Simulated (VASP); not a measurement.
Ga: single point with PBE

The system is Ga.

```
Ga
1.0
     1.36431   -3.97208    0.00000
     1.36431    3.97208    0.00000
    -0.11586    0.00000    3.28493
Ga
2
Direct
  0.86900 0.13100 0.25000
  0.13100 0.86900 0.75000
```

This cell differs from its parent crystal: volume scaled by 0.96.

* Program: VASP 6.6.1
* Task: single point
* Functional: PBE
* Potentials or basis: VASP PAW PBE potentials, release 64 (Ga_d)
* Cutoff: 520 eV
* k mesh: 14 × 14 × 11
* Occupations: fermi-dirac, width 0.03 eV
* Spin: no spin polarisation

```
Pressure               : 4.6 GPa
Largest force          : 0.207 eV/Å
Band gap on the k mesh : zero (band 13 reaches 10.14 eV, above the bottom of band 14 at 1.90 eV)
```

Forces in eV/Å, atoms in the order of the input:
```
Ga   0.000  0.207  0.000
Ga   0.000 -0.207  0.000
```

Stress tensor (GPa, compression positive):
```
 4.64  0.00 -0.12
 0.00  4.85  0.00
-0.12  0.00  4.26
```

Levels at points of the mesh, in eV from the Fermi level:
```
           k point  band 11  band 12  band 13  band 14  band 15  band 16
(0.00, 0.00, 0.00)   -11.55    -2.22    -1.51     1.64     5.50    10.00
(0.50, 0.00, 0.00)    -6.15    -5.21    -1.43     0.08     5.98     6.83
(0.50, 0.50, 0.00)    -9.36    -8.84     4.09     4.70     6.05     6.28
```

Run time: 4.6 min on 1 thread of Oxide Virtual Turin-like Processor, on a shared host, peak memory 0.39 GiB.
